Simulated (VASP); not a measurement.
# LaAl2N3 (P4mm) in VASP: a series of runs

LaAl2N3 is run at these levels: PBE; tasks: single point, relaxation of cell and atoms.

All numbers are computed with VASP 6.6.1; they aren't measurements. Logs are shortened: lines on timing, memory, paths and dates and some standing lists are left out, and cuts for length are marked.

### Step 1. The cell of the first run

Symmetry: P4mm, No. 99, tetragonal system. Conventional cell: a = 4.124 Å, b = 4.124 Å, c = 5.281 Å, α = 90.00°, β = 90.00°, γ = 90.00°. La (site symmetry 4mm) has 6 Al at 2.47 to 3.01 Å and 4 N at 2.80 Å within 3.3 Å. Al (site symmetry 4mm) has 4 N at 2.14 Å and 1 La at 2.47 Å within 2.8 Å. Within 1.7 Å of Al (site symmetry 4mm) lie 1 N at 1.29 Å. Within 2.8 Å of N (site symmetry 2mm) lie 2 Al at 2.14 Å and 2 N at 2.47 Å. N (site symmetry 4mm) has 1 Al at 1.29 Å within 1.7 Å.

### Step 2. Single point, PBE

Input file INCAR:

```
PREC = Accurate
ENCUT = 520
EDIFF = 1E-6
ISMEAR = 0
SIGMA = 0.1
LREAL = F
LASPH = T
NELM = 80
ALGO = Normal
ISIF = 2
LWAVE = F
LCHARG = F
GGA = PE
NBANDS = 25
```

Input file KPOINTS:

```
regular mesh
0
Gamma
  4 4 4
```

Input file POSCAR:

```
LaAl2N3
1.0
    4.1243765400      0.0000000000      0.0000000000
    0.0000000000      4.1243765400      0.0000000000
    0.0000000000      0.0000000000      5.2809642400
La Al N
1 2 3
Direct
    0.5000000000      0.5000000000      0.4487721200
    0.5000000000      0.5000000000      0.9166998600
    0.0000000000      0.0000000000      0.3104804100
    0.5000000000      0.0000000000      0.8080059000
    0.0000000000      0.5000000000      0.8080059000
    0.0000000000      0.0000000000      0.0666912000
```

Potentials or basis: VASP PAW PBE potentials, release 64 (La, Al, N).

Launch:

```
$ cat potpaw_PBE.64/La/POTCAR potpaw_PBE.64/Al/POTCAR potpaw_PBE.64/N/POTCAR > POTCAR
$ mpirun -np 1 vasp_std > vasp.out
```

OUTCAR:

```text
PREC = Accurate
   ENCUT = 520
   EDIFF = 1E-6
   ISMEAR = 0
   LREAL = F
   LASPH = T
   NELM = 80
   ISIF = 2
   GGA = PE

 ion  position               nearest neighbor table
   1  0.500  0.500  0.449-   2 2.47   2 2.81   3 3.01   3 3.01   3 3.01   3 3.01
   2  0.500  0.500  0.917-   4 2.14   5 2.14   4 2.14   5 2.14   1 2.47   1 2.81
   3  0.000  0.000  0.310-   6 1.29   1 3.01   1 3.01   1 3.01   1 3.01
   4  0.500  0.000  0.808-   2 2.14   2 2.14
   5  0.000  0.500  0.808-   2 2.14   2 2.14
   6  0.000  0.000  0.067-   3 1.29

  LATTYP: Found a simple tetragonal cell.
 ALAT       =     4.1243765400
 C/A-ratio  =     1.2804272813

  Lattice vectors:

 A1 = (   4.1243765400,   0.0000000000,   0.0000000000)
 A2 = (   0.0000000000,   4.1243765400,   0.0000000000)
 A3 = (   0.0000000000,   0.0000000000,   5.2809642400)

Analysis of symmetry for initial positions (statically):
=====================================================================
 Subroutine PRICEL returns:
 Original cell was already a primitive cell.

 Routine SETGRP: Setting up the symmetry group for a
 simple tetragonal supercell.

 Subroutine GETGRP returns: Found  8 space group operations
 (whereof  8 operations were pure point group operations)
 out of a pool of 16 trial point group operations.

The static configuration has the point symmetry C_4v.

Analysis of symmetry for dynamics (positions and initial velocities):
=====================================================================
 Subroutine PRICEL returns:
 Original cell was already a primitive cell.

 Routine SETGRP: Setting up the symmetry group for a
 simple tetragonal supercell.

 Subroutine GETGRP returns: Found  8 space group operations
 (whereof  8 operations were pure point group operations)
 out of a pool of 16 trial point group operations.

The dynamic configuration has the point symmetry C_4v.

 Subroutine INISYM returns: Found  8 space group operations
 (whereof  8 operations are pure point group operations),
 and found     1 'primitive' translations

----------------------------------------------------------------------------------------

                                     Primitive cell

  volume of cell :      89.8317

  direct lattice vectors                    reciprocal lattice vectors
     4.124376540  0.000000000  0.000000000     0.242460888  0.000000000  0.000000000
     0.000000000  4.124376540  0.000000000     0.000000000  0.242460888  0.000000000
     0.000000000  0.000000000  5.280964240     0.000000000  0.000000000  0.189359358

  length of vectors
     4.124376540  4.124376540  5.280964240     0.242460888  0.242460888  0.189359358

  position of ions in fractional coordinates (direct lattice)
     0.500000000  0.500000000  0.448772120
     0.500000000  0.500000000  0.916699860
     0.000000000  0.000000000  0.310480410
     0.500000000  0.000000000  0.808005900
     0.000000000  0.500000000  0.808005900
     0.000000000  0.000000000  0.066691200

  ion indices of the primitive-cell ions
   primitive index   ion index
                 1           1
                 2           2
                 3           3
                 4           4
                 5           5
                 6           6

----------------------------------------------------------------------------------------

 KPOINTS: regular mesh

Automatic generation of k-mesh.
 Grid dimensions read from file:
 generate k-points for:    4    4    4

 Generating k-lattice:

  Cartesian coordinates                     Fractional coordinates (reciprocal lattice)
     0.060615222  0.000000000  0.000000000     0.250000000  0.000000000  0.000000000
     0.000000000  0.060615222  0.000000000     0.000000000  0.250000000  0.000000000
     0.000000000  0.000000000  0.047339840     0.000000000  0.000000000  0.250000000

  Length of vectors
     0.060615222  0.060615222  0.047339840

  Shift w.r.t. Gamma in fractional coordinates (k-lattice)
     0.000000000  0.000000000  0.000000000

 Subroutine IBZKPT returns following result:
 ===========================================

 Found     18 irreducible k-points:

 Following reciprocal coordinates:
            Coordinates               Weight
  0.000000  0.000000  0.000000      1.000000
  0.250000  0.000000  0.000000      4.000000
  0.500000  0.000000  0.000000      2.000000
  0.250000  0.250000  0.000000      4.000000
  0.500000  0.250000  0.000000      4.000000
  0.500000  0.500000  0.000000      1.000000
[... 10 lines left out ...]
  0.500000  0.250000  0.500000      4.000000
  0.500000  0.500000  0.500000      1.000000
   k-points           NKPTS =     18   k-points in BZ     NKDIM =     18   number of bands    NBANDS=     25
   number of dos      NEDOS =    301   number of ions     NIONS =      6
   total plane-waves  NPLWV =  40960
   dimension x,y,z NGX =    32 NGY =   32 NGZ =   40
   dimension x,y,z NGXF=    64 NGYF=   64 NGZF=   80
   ions per type =               1   2   3
   NGX,Y,Z   is equivalent  to a cutoff of  12.90, 12.90, 12.59 a.u.
   NGXF,Y,Z  is equivalent  to a cutoff of  25.80, 25.80, 25.18 a.u.
 SYSTEM =  unknown system
   PREC   = accura    normal or accurate (medium, high low for compatibility)
   ISTART =      0    job   : 0-new  1-cont  2-samecut
   ICHARG =      2    charge: 1-file 2-atom 10-const
   ISPIN  =      1    spin polarized calculation?
   LNONCOLLINEAR =      F non collinear calculations
   LSORBIT =      F    spin-orbit coupling
   LASPH  =      T    aspherical Exc in radial PAW
   ENCUT  =  520.0 eV  38.22 Ry    6.18 a.u.   7.67  7.67  9.82*2*pi/ulx,y,z
   NELM   =     80;   NELMIN=  2; NELMDL= -5     # of ELM steps
   EDIFF  = 0.1E-05   stopping-criterion for ELM
   LREAL  =      F    real-space projection
   EDIFFG = 0.1E-04   stopping-criterion for IOM
   NSW    =      0    number of steps for IOM
   IBRION =     -1    ionic relax: 0-MD 1-quasi-New 2-CG
   NFREE  =      0    steps in history (QN), initial steepest desc. (CG)
   ISIF   =      2    stress and relaxation
   ISYM   =      2    0-nonsym 1-usesym 2-fastsym
   POTIM  = 0.5000    time-step for ionic-motion
   TEBEG  =    0.0;   TEEND  =   0.0 temperature during run
   PSTRESS=    0.0 pullay stress
   NELECT =      32.0000    total number of electrons
   NUPDOWN=      -1.0000    fix difference up-down
   EMIN   =  10.00;   EMAX   =-10.00  energy-range for DOS
   EFERMI =   0.00;   METHOD = LEGACY
   ISMEAR =     0;   SIGMA  =   0.10  broadening in eV -4-tet -1-fermi 0-gaus
   EFERMI_NEDOS =   21; number of points for ismear=-14 and -15
   IALGO  =     38    algorithm
   IMIX   =      4    mixing-type and parameters
     AMIX     =   0.40;   BMIX     =  1.00
     AMIX_MAG =   1.60;   BMIX_MAG =  1.00
  volume/ion in A,a.u.               =      14.97       101.04
  Fermi-wavevector in a.u.,A,eV,Ry     =   1.160508  2.193042 18.324044  1.346779
  Thomas-Fermi vector in A             =   2.297090
   LORBIT       =      0    0 simple, 1 ext, 2 COOP (PROOUT), +10 PAW based schemes
   GGA     = PE    functional components
   LHFCALC =     F    Hartree Fock is set to
   AEXX    =    0.0000 exact exchange contribution
   IVDW    =     0    specifies the selected vdW correction
   LEPSILON=     F    determine dielectric tensor
   LRPA    =     F    only Hartree local field effects (RPA)
 non-spin polarized calculation
 Gauss-broadening in eV      SIGMA  =   0.10
  energy-cutoff  :      520.00
  volume of cell :       89.83
 maximum number of plane-waves:      2448
 NGX is ok and might be reduce to    32
   NGX = 15   NGY = 15   NGZ = 19

 number of electron      32.0000002 magnetization

 Free energy of the ion-electron system (eV)
  ---------------------------------------------------
  ext. energy  EPLUGINS =         0.00000000
  ---------------------------------------------------
  free energy    TOTEN  =       -23.52325348 eV

  energy without entropy =      -23.50968330  energy(sigma->0) =      -23.51646839

 E-fermi :   6.4540     XC(G=0): -10.3836

 val. band max:        6.4298609351   @ k =   0.2500   0.2500   0.0000
 cond. band min:       6.4780662409   @ k =   0.2500   0.0000   0.5000
 fundamental gap:      0.0482053058
 Fermi energy:         6.4539631329

 k-point     1 :       0.0000    0.0000    0.0000
  band No.  band energies     occupation
      1     -25.8455      2.00000
      2     -10.3726      2.00000
      3      -9.4969      2.00000
      4      -9.4969      2.00000
      5      -8.3729      2.00000
      6      -6.0876      2.00000
[... 17 lines left out ...]
     24       9.1113      0.00000
     25       9.1113      0.00000

 k-point     2 :       0.2500    0.0000    0.0000
  band No.  band energies     occupation
      1     -25.8325      2.00000
      2     -10.3040      2.00000
      3      -9.8430      2.00000
      4      -9.4735      2.00000
      5      -8.0233      2.00000
      6      -6.2412      2.00000
[... 17 lines left out ...]
     24       9.0533      0.00000
     25       9.1183      0.00000

 k-point     3 :       0.5000    0.0000    0.0000
  band No.  band energies     occupation
      1     -25.8195      2.00000
      2     -10.2203      2.00000
      3     -10.1315      2.00000
      4      -9.4499      2.00000
      5      -7.6032      2.00000
      6      -6.5675      2.00000
[... 384 lines left out ...]
 k-point    17 :       0.5000    0.2500    0.5000
  band No.  band energies     occupation
      1     -25.8040      2.00000
      2     -10.2922      2.00000
      3      -9.9916      2.00000
      4      -9.6977      2.00000
      5      -7.6741      2.00000
      6      -6.3526      2.00000
[... 17 lines left out ...]
     24       9.0461      0.00000
     25       9.2162      0.00000

 k-point    18 :       0.5000    0.5000    0.5000
  band No.  band energies     occupation
      1     -25.7918      2.00000
      2     -10.1911      2.00000
      3      -9.9396      2.00000
      4      -9.9396      2.00000
      5      -7.4324      2.00000
      6      -6.3948      2.00000
[... 17 lines left out ...]
     24       9.2125      0.00000
     25       9.2188      0.00000

------------------------ aborting loop because EDIFF is reached ----------------------------------------

  FORCE on cell =-STRESS in cart. coord.  units (eV):
  Direction    XX          YY          ZZ          XY          YZ          ZX
  --------------------------------------------------------------------------------------
  -------------------------------------------------------------------------------------
  Total       -4.9220486     -4.9220486     57.8435728      0.0000000     -0.0000000      0.0000000
  in kB      -87.7862789    -87.7862789   1031.6582362      0.0000000     -0.0000000      0.0000000
  external PRESSURE =     285.3618928 kB  Pullay stress =       0.0000000 kB

 VOLUME and BASIS-vectors are now :
 -----------------------------------------------------------------------------
  energy-cutoff  :      520.00
  volume of cell :       89.83
      direct lattice vectors                 reciprocal lattice vectors
     4.124376540  0.000000000  0.000000000     0.242460888  0.000000000  0.000000000
     0.000000000  4.124376540  0.000000000     0.000000000  0.242460888  0.000000000
     0.000000000  0.000000000  5.280964240     0.000000000  0.000000000  0.189359358

 POSITION                                       TOTAL-FORCE (eV/Angst)
 -----------------------------------------------------------------------------------
      2.06219      2.06219      2.36995        -0.000000     -0.000000      0.100693
      2.06219      2.06219      4.84106         0.000000      0.000000      0.869276
      0.00000      0.00000      1.63964         0.000000      0.000000     38.530704
      2.06219      0.00000      4.26705         0.000000      0.000000     -1.085890
      0.00000      2.06219      4.26705         0.000000      0.000000     -1.085890
      0.00000      0.00000      0.35219         0.000000      0.000000    -37.328892
 -----------------------------------------------------------------------------------
    total drift:                                0.000000     -0.000000     -0.002660

  FREE ENERGIE OF THE ION-ELECTRON SYSTEM (eV)
  ---------------------------------------------------
  free  energy   TOTEN  =       -23.5232534774 eV

  energy  without entropy=      -23.5096832961  energy(sigma->0) =      -23.51646839
```

Run time: 42 s. Hardware: 1 thread of Intel Xeon Platinum 8488C (Sapphire Rapids), shared host; peak memory 0.21 GiB.

Results:

* Free energy: -23.5233 eV
* Pressure: 28.5 GPa
* Largest force: 38.531 eV/Å
* Band gap on the k mesh: zero (band 16 reaches 7.19 eV, above the bottom of band 17 at 6.01 eV)

Forces on the atoms (eV/Å):
```
La    0.000   0.000   0.101
Al    0.000   0.000   0.869
Al    0.000   0.000  38.531
N     0.000   0.000  -1.086
N     0.000   0.000  -1.086
N     0.000   0.000 -37.329
```

Caveat: the k points lie up to 0.38 Å⁻¹ apart; spin-orbit coupling is left out, which moves the levels of the heavy elements; forces of over 1 eV/Å act on the atoms, so gaps and moduli don't describe the material at rest.

### Step 3. Single point, PBE

This run uses another cell than the first one, of 16.73 Å³/atom, 1.117 times its volume.

Input file INCAR:

```
SYSTEM = LaAl2N3
PREC     = Accurate       ! precision mode
ENCUT    = 520            ! plane-wave cutoff, eV
EDIFF    = 1E-7           ! SCF threshold, eV
ISMEAR   = 0              ! smearing method
SIGMA    = 0.1            ! smearing width, eV
LREAL    = .FALSE.        ! projectors in reciprocal space
LASPH    = .TRUE.         ! aspherical terms in the spheres
NELM     = 60             ! most SCF steps
ALGO     = Normal         ! electronic algorithm
ISIF     = 2              ! what is computed and relaxed
LWAVE    = .FALSE.        ! write WAVECAR
LCHARG   = .FALSE.        ! write CHGCAR
GGA      = PE             ! functional
NBANDS   = 25             ! bands
```

Input file KPOINTS:

```
Automatic mesh
0
G
  4 4 4
  0 0 0
```

Input file POSCAR:

```
LaAl2N3
1.0
    3.7273616068      0.0000000000      0.0000000000
    0.0000000000      3.7273616068      0.0000000000
    0.0000000000      0.0000000000      7.2243760530
La Al N
1 2 3
Direct
    0.5000000000      0.5000000000      0.3276835369
    0.5000000000      0.5000000000      0.7368029610
    0.0000000000      0.0000000000      0.6062764140
    0.5000000000      0.0000000000      0.6790549204
    0.0000000000      0.5000000000      0.6790549204
    0.0000000000      0.0000000000      0.3297826372
```

Potentials or basis: VASP PAW PBE potentials, release 64 (La, Al, N).

Launch:

```
$ cat potpaw_PBE.64/La/POTCAR potpaw_PBE.64/Al/POTCAR potpaw_PBE.64/N/POTCAR > POTCAR
$ mpirun -np 1 vasp_std > vasp.out
```

Run time: 52 s. Hardware: 1 thread of Intel Xeon Platinum 8488C (Sapphire Rapids), shared host; peak memory 0.22 GiB.

The run converged. Its results:

- Free energy: -42.2796 eV
- Pressure: 0.0 GPa
- Largest force: 0.019 eV/Å
- Band gap on the k mesh: zero (band 16 reaches 5.67 eV, above the bottom of band 17 at 5.45 eV)

Forces on the atoms (eV/Å):
```
La   0.000  0.000  0.019
Al   0.000  0.000 -0.004
Al   0.000  0.000 -0.006
N    0.000  0.000 -0.003
N    0.000  0.000 -0.003
N    0.000  0.000 -0.003
```

Stress tensor (GPa, compression positive):
```
-0.14  0.00  0.00
 0.00 -0.14  0.00
 0.00  0.00  0.15
```

Levels at points of the mesh, in eV from the Fermi level:
| k point | band 13 | band 14 | band 15 | band 16 | band 17 | band 18 | band 19 | band 20 |
| --- | --- | --- | --- | --- | --- | --- | --- | --- |
| (0.00, 0.00, 0.00) | -1.07 | -1.07 | -0.54 | -0.54 | -0.27 | 1.07 | 2.46 | 2.67 |
| (0.50, 0.00, 0.00) | -3.57 | -2.36 | -2.19 | -1.15 | 1.39 | 2.39 | 2.44 | 2.66 |
| (0.50, 0.50, 0.00) | -0.46 | -0.37 | -0.37 | -0.05 | 1.56 | 2.34 | 2.34 | 2.74 |
| (0.00, 0.00, 0.50) | -1.07 | -1.07 | -0.54 | -0.54 | 1.14 | 1.34 | 1.92 | 2.65 |
| (0.50, 0.00, 0.50) | -3.46 | -2.35 | -2.19 | -1.46 | 1.55 | 2.47 | 2.51 | 2.72 |
| (0.50, 0.50, 0.50) | -0.46 | -0.33 | -0.33 | -0.05 | 0.62 | 1.88 | 1.88 | 2.70 |

Caveat: the k points lie up to 0.42 Å⁻¹ apart; spin-orbit coupling is left out, which moves the levels of the heavy elements.

### Step 4. Single point, PBE

This run uses another cell than the first one, of 17.15 Å³/atom, 1.145 times its volume.

Input file INCAR:

```
SYSTEM = LaAl2N3
PREC = Accurate
ENCUT = 520
EDIFF = 1E-7
ISMEAR = 0
SIGMA = 0.1
LREAL = .False.
LASPH = .True.
NELM = 100
ALGO = Normal
ISIF = 2
LWAVE = .False.
LCHARG = .False.
GGA = PE
NBANDS = 25
```

Input file KPOINTS:

```
regular mesh
0
Gamma
  6 6 4
  0 0 0
```

Input file POSCAR:

```
LaAl2N3
1.0
    3.7280250446      0.0000000000      0.0000000000
    0.0000000000      3.7280250446      0.0000000000
    0.0000000000      0.0000000000      7.4023007417
La Al N
1 2 3
Direct
    0.5000000000      0.5000000000      0.3352566302
    0.5000000000      0.5000000000      0.7324799171
    0.0000000000      0.0000000000      0.6053482244
    0.5000000000      0.0000000000      0.6755012053
    0.0000000000      0.5000000000      0.6755012053
    0.0000000000      0.0000000000      0.3345682075
```

Launch:

```
$ cat potpaw_PBE.64/La/POTCAR potpaw_PBE.64/Al/POTCAR potpaw_PBE.64/N/POTCAR > POTCAR
$ mpirun -np 1 vasp_std > vasp.out
```

Run time: 73 s. Hardware: 1 thread of Intel Xeon Platinum 8488C (Sapphire Rapids), shared host; peak memory 0.25 GiB.

It converged, with:

```
Free energy            : -42.2835 eV
Pressure               : 0.0 GPa
Largest force          : 0.013 eV/Å
Band gap on the k mesh : zero (band 16 reaches 5.47 eV, above the bottom of band 17 at 5.32 eV)
```

Forces on the atoms (eV/Å):
```
La   0.000  0.000 -0.012
Al   0.000  0.000  0.013
Al   0.000  0.000 -0.013
N    0.000  0.000  0.000
N    0.000  0.000  0.000
N    0.000  0.000  0.012
```

Stress tensor (GPa, compression positive):
```
-0.12  0.00  0.00
 0.00 -0.12  0.00
 0.00  0.00  0.12
```

Levels at points of the mesh, in eV from the Fermi level:
```
           k point  band 12  band 13  band 14  band 15  band 16  band 17  band 18  band 19  band 20  band 21
(0.00, 0.00, 0.00)    -1.36    -1.06    -1.06    -0.53    -0.53    -0.20     1.11     2.43     2.69     2.80
(0.50, 0.00, 0.00)    -3.67    -3.56    -2.34    -2.17    -1.17     1.48     2.39     2.47     2.68     2.72
(0.50, 0.50, 0.00)    -2.00    -0.45    -0.37    -0.37    -0.05     1.57     2.32     2.32     2.76     2.76
(0.00, 0.00, 0.50)    -1.38    -1.06    -1.06    -0.53    -0.53     1.16     1.31     1.85     2.67     2.78
(0.50, 0.00, 0.50)    -3.77    -3.48    -2.33    -2.18    -1.42     1.59     2.48     2.53     2.72     2.75
(0.50, 0.50, 0.50)    -1.94    -0.45    -0.34    -0.34    -0.05     0.75     1.95     1.95     2.71     2.76
```

Caveat: spin-orbit coupling is left out, which moves the levels of the heavy elements.

[end of part 1 of 2]
